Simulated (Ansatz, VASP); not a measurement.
## PtSe in VASP and in Ansatz

The input INCAR:

```
SYSTEM = PtSe
PREC = Accurate
ENCUT = 520
EDIFF = 1E-6
ISMEAR = 0
SIGMA = 0.05
LREAL = .FALSE.
LASPH = .TRUE.
NELM = 150
ALGO = Normal
ISIF = 2
LWAVE = .FALSE.
LCHARG = .TRUE.
ISPIN = 2
MAGMOM = 0.05 0
LORBIT = 11
LMAXMIX = 4
GGA = PS
LELF = .TRUE.
LVHAR = .TRUE.
NBANDS = 19
```

Contents of KPOINTS:

```
regular mesh
0
G
  10 10 10
  0 0 0
```

The input POSCAR:

```
PtSe
1.0
    0.0000000000      2.6231472861      2.6231472861
    2.6231472861      0.0000000000      2.6231472861
    2.6231472861      2.6231472861      0.0000000000
Pt Se
1 1
Direct
    0.5000000000      0.5000000000      0.5000000000
    0.0000000000      0.0000000000      0.0000000000
```

Input for Ansatz:

```yaml
crystal:
  lattice:
    - [0.0, 2.6231472861, 2.6231472861]
    - [2.6231472861, 0.0, 2.6231472861]
    - [2.6231472861, 2.6231472861, 0.0]
  atoms:
    - { symbol: Pt, position: [0.5, 0.5, 0.5], spin: 0.05 }
    - { symbol: Se, position: [0.0, 0.0, 0.0] }
basis:
  ecutwfc: 420
  ecutrho_ratio: 4
kpoints:
  mp_grid: { grid: [10, 10, 10] }
hamiltonian:
  xc: pbesol
scf:
  occupations: { method: gaussian, width: 0.05 }
output:
  forces: true
  stress: true
  eigenvalues: true
  populations: true
magnetization:
  spin_polarized: true
```

Alike in both runs: task single point; functional PBEsol; k mesh 10 × 10 × 10; occupations gaussian, width 0.05 eV; collinear spin.

|  | VASP | Ansatz |
| --- | --- | --- |
| version | VASP 6.6.1 | Ansatz 0.2.0 |
| potentials or method | VASP PAW PBE potentials, release 64 (Pt, Se), cutoff 520 eV | scalar-relativistic, plane waves, PAW |
| valence electrons in the cell | 16 | 34 |

|  | VASP | Ansatz | Ansatz less VASP |
| --- | --- | --- | --- |
| gap on the k mesh at the Fermi level (eV) | none | none | - |
| pressure (GPa) | -2.9 | -2.9 | -0.06 |
| net moment per atom (μB) | 0.00 | 0.00 | 0.000 |

VASP's potentials were made for PBE, not for PBEsol. A gap of «none» marks a metal or a gap that the smearing closes. VASP's potentials hold 16 valence electrons a cell and Ansatz's 34, so a difference there can come from the potentials and not from the codes. Ansatz's warnings: seeded moment not kept.

Neither program's run includes spin-orbit coupling.
